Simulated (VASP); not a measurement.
# Au: single point with PBE

Crystal: Au.

```xyz
2
Lattice="2.9000 0.0000 0.0000 -1.4500 2.5115 0.0000 0.0000 0.0000 4.8800" Properties=species:S:1:pos:R:3 pbc="T T T"
Au    0.0000    1.6743    3.6600
Au    1.4500    0.8372    1.2200
```

```json
{
 "Program": "VASP 6.6.1",
 "Task": "single point",
 "Functional": "PBE",
 "Potentials or basis": "VASP PAW PBE potentials, release 64 (Au)",
 "Cutoff": "500 eV",
 "k mesh": "8 × 8 × 5",
 "Occupations": "fermi-dirac, width 0.1 eV",
 "Spin": "no spin polarisation"
}
```

The pressure is 2.1 GPa and the band gap on the k mesh is zero (band 11 reaches 11.61 eV, above the bottom of band 12 at 6.37 eV).

Stress tensor (GPa, compression positive):
```
2.35 0.00 0.00
0.00 2.35 0.00
0.00 0.00 1.54
```

Levels at points of the mesh, in eV from the Fermi level:
```csv
k point,band 7,band 8,band 9,band 10,band 11,band 12,band 13,band 14,band 15,band 16
"(0.00, 0.00, 0.00)",-4.10,-3.44,-3.44,-2.17,-2.17,-0.97,2.44,14.61,15.63,16.70
"(0.50, 0.00, 0.00)",-3.53,-1.96,-1.87,-1.71,0.36,1.48,5.62,7.04,7.13,10.24
```

It took 15 s on 1 thread of AMD EPYC 9R14, on a shared host, peak memory 0.13 GiB.

Caveat: spin-orbit coupling is left out, which moves the levels of the heavy elements.
